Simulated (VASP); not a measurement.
Here is a VASP 6.6.1 calculation.

File INCAR:

```
SYSTEM = ZnO
ALGO = Normal ; EDIFF = 1E-8
ENCUT = 520 ; GGA = CA
ISIF = 2 ; ISMEAR = -1
LASPH = .TRUE. ; LCHARG = .FALSE.
LEFG = .TRUE. ; LREAL = .FALSE.
LWAVE = .FALSE. ; NBANDS = 26
NELM = 80 ; PREC = Accurate
SIGMA = 0.01
```

The input KPOINTS:

```
k-points
0
G
  8 8 5
  0 0 0
```

The input POSCAR:

```
ZnO
1.0
    3.2601941478      0.0000000000      0.0000000000
   -1.6300970738      2.8234109532      0.0000000000
    0.0000000000      0.0000000000      5.2210884991
Zn O
2 2
Direct
    0.3333333333      0.6666666667      0.0000000000
    0.6666666667      0.3333333333      0.5000000000
    0.3333333333      0.6666666667      0.3821000000
    0.6666666667      0.3333333333      0.8821000000
```

Potentials or basis: VASP PAW LDA potentials, release 64 (Zn, O).

Command:

```console
$ cat potpaw_LDA.64/Zn/POTCAR potpaw_LDA.64/O/POTCAR > POTCAR
$ mpirun -np 1 vasp_std > vasp.out
```

(1) Estimate the pressure.

(2) Estimate the band gap on the k mesh.

(3) Estimate the largest force.

## Answers

(1) -7.3 GPa.

(2) 0.73 eV, direct.

(3) 0.040 eV/Å.

Caveat: without QUAD_EFG the Cq values of the log hold for a quadrupole moment of 1 mb, not for the nuclei.
